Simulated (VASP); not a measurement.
Wanted: the native input for a VASP 6.6.1 run.

* Task: single point
* Functional: PBEsol
* Potentials or basis: VASP PAW PBE potentials, release 64 (O, C)
* Cutoff: 520 eV
* k mesh: 9 × 9 × 9
* Occupations: fermi-dirac, width 0.05 eV
* Spin: no spin polarisation
* Dipole correction: no
* Further INCAR settings: ALGO = Normal; EDIFF = 1e-06; NBANDS = 25

The structure of CO2 lies in POSCAR:

```
CO2
1.0
   -1.9045014171      1.9045014171      2.9513618943
    1.9045014171     -1.9045014171      2.9513618943
    1.9045014171      1.9045014171     -2.9513618943
O C
4 2
Direct
    0.8750000000      0.9469793258      0.5719793258
    0.3750000000      0.3030206742      0.4280206742
    0.0530206742      0.6250000000      0.9280206742
    0.6969793258      0.1250000000      0.0719793258
    0.0000000000      0.0000000000      0.0000000000
    0.7500000000      0.2500000000      0.5000000000
```

These files were run (other wordings do the same):

INCAR

```
PREC = Accurate ; ENCUT = 520
EDIFF = 1E-6 ; ISMEAR = -1
SIGMA = 0.05 ; LREAL = False
LASPH = True ; NELM = 100
ALGO = Normal ; ISIF = 2
LWAVE = False ; LCHARG = True
GGA = PS ; LELF = True
LVHAR = True ; NBANDS = 25
```

KPOINTS

```
regular mesh
0
Gamma
  9 9 9
```

Potentials or basis: VASP PAW PBE potentials, release 64 (O, C).

The run is started by

```bash
$ cat potpaw_PBE.64/O/POTCAR potpaw_PBE.64/C/POTCAR > POTCAR
$ mpirun -np 1 vasp_std > vasp.out
```

It gave:

* Pressure: 12.0 GPa
* Largest force: 0.113 eV/Å
* Band gap on the k mesh: 7.61 eV (least direct gap 7.95 eV)

Caveat: the cell stands under pressure; the PAW data sets were made with another functional, which shifts forces and pressure a little; an odd mesh through Γ misses points on the zone boundary, where band edges can lie.

Run time: 34 s on 1 thread of Intel(R) Xeon(R) 6975P-C (Granite Rapids) (shared host), peak memory 0.2 GiB.
